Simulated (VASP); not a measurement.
A run of VASP 6.6.1:

The input INCAR:

```
  PREC = Accurate
  ENCUT = 600
  EDIFF = 1E-7
  ISMEAR = 0
  SIGMA = 0.1
  LREAL = F
  LASPH = T
  NELM = 60
  ALGO = Fast
  ISIF = 3
  LWAVE = F
  LCHARG = F
  GGA = PS
  IBRION = 2
  NSW = 70
  EDIFFG = -0.008
  PSTRESS = 40.0
```

KPOINTS

```
Automatic mesh
0
Gamma
  10 10 10
```

File POSCAR:

```
InAg3
1.0
    4.0891638116      0.0000000000      0.0000000000
    0.0000000000      4.0891638116      0.0000000000
    0.0000000000      0.0000000000      4.0891638116
In Ag
1 3
Direct
    0.0000000000      0.0000000000      0.0000000000
    0.0000000000      0.5000000000      0.5000000000
    0.5000000000      0.0000000000      0.5000000000
    0.5000000000      0.5000000000      0.0000000000
```

Potentials or basis: VASP PAW PBE potentials, release 64 (In_d, Ag).

Launch:

```bash
$ cat potpaw_PBE.64/In_d/POTCAR potpaw_PBE.64/Ag/POTCAR > POTCAR
$ mpirun -np 1 vasp_std > vasp.out
```

Hardware: 1 thread of Intel(R) Xeon(R) Platinum 8259CL CPU @ 2.50GHz (Skylake/Cascade Lake), with other jobs on the host.

Question: How long does it take, and how much memory?

Answer: Wall time 2.6 min on 1 thread of Intel(R) Xeon(R) Platinum 8259CL CPU @ 2.50GHz (Skylake/Cascade Lake), on a shared host, peak memory 0.28 GiB. Counts: scf iterations 19, k points 56, ion steps 1.
